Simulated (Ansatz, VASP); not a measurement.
## C: VASP beside Ansatz

INCAR

```
PREC     = Accurate       # precision mode
ENCUT    = 600            # plane-wave cutoff, eV
EDIFF    = 1E-7           # SCF threshold, eV
ISMEAR   = 0              # smearing method
SIGMA    = 0.02           # smearing width, eV
LREAL    = F              # projectors in reciprocal space
LASPH    = T              # aspherical terms in the spheres
NELM     = 120            # most SCF steps
ALGO     = Normal         # electronic algorithm
ISIF     = 3              # what is computed and relaxed
LWAVE    = F              # write WAVECAR
LCHARG   = F              # write CHGCAR
GGA      = PS             # functional
IBRION   = 2              # ionic algorithm
NSW      = 100            # ionic steps
EDIFFG   = -0.002         # ionic threshold
GGA_COMPAT= F            
NELMIN   = 4
```

The input KPOINTS:

```
regular mesh
0
Gamma
  12 12 12
```

The input POSCAR:

```
C
1.0
    0.0000000000      1.7800000000      1.7800000000
    1.7800000000      0.0000000000      1.7800000000
    1.7800000000      1.7800000000      0.0000000000
C
2
Direct
    0.0000000000      0.0000000000      0.0000000000
    0.2500000000      0.2500000000      0.2500000000
```

Input for Ansatz:

```yaml
crystal:
  lattice:
    - [0.0, 1.78, 1.78]
    - [1.78, 0.0, 1.78]
    - [1.78, 1.78, 0.0]
  atoms:
    - { symbol: C, position: [0.0, 0.0, 0.0] }
    - { symbol: C, position: [0.25, 0.25, 0.25] }
basis:
  ecutwfc: 420
kpoints:
  mp_grid: { grid: [12, 12, 12] }
hamiltonian:
  xc: pbesol
  pseudopotentials: { kind: paw, azcp: { folder: soft_1 } }
scf:
  occupations: { method: gaussian, width: 0.02 }
output:
  forces: true
  stress: true
  eigenvalues: true
  write_density: true
  write_potential: true
  elf: true
  volumetric_format: npy
relax:
  adjacent_minimum: "off"
  f_tol: 0.002
  max_steps: 80
  cell: { stress_tol: 0.02 }
```

Alike in both runs: task relaxation of cell and atoms; functional PBEsol; k mesh 12 × 12 × 12; occupations gaussian, width 0.02 eV; no spin polarisation.

|  | VASP | Ansatz |
| --- | --- | --- |
| version | VASP 6.6.1 | Ansatz 0.2.0 |
| potentials or method | VASP PAW PBE potentials, release 64 (C), cutoff 600 eV | scalar-relativistic, plane waves, PAW |
| valence electrons in the cell | 8 | 8 |

VASP gave:

| Item | Value |
| --- | --- |
| gap on the k mesh at the Fermi level, each at its own relaxed structure (eV) | 4.06 |
| relaxed volume (Å³/atom) | 5.62 |
| relaxed cell length with the largest relative difference (Å) | 2.514 |

Which values does Ansatz return?

gap on the k mesh at the Fermi level, each at its own relaxed structure (eV): 4.07; relaxed volume (Å³/atom): 5.61; relaxed cell length with the largest relative difference (Å): 2.513.

VASP's potentials were made for PBE, not for PBEsol, and Ansatz warns of the same on its side.
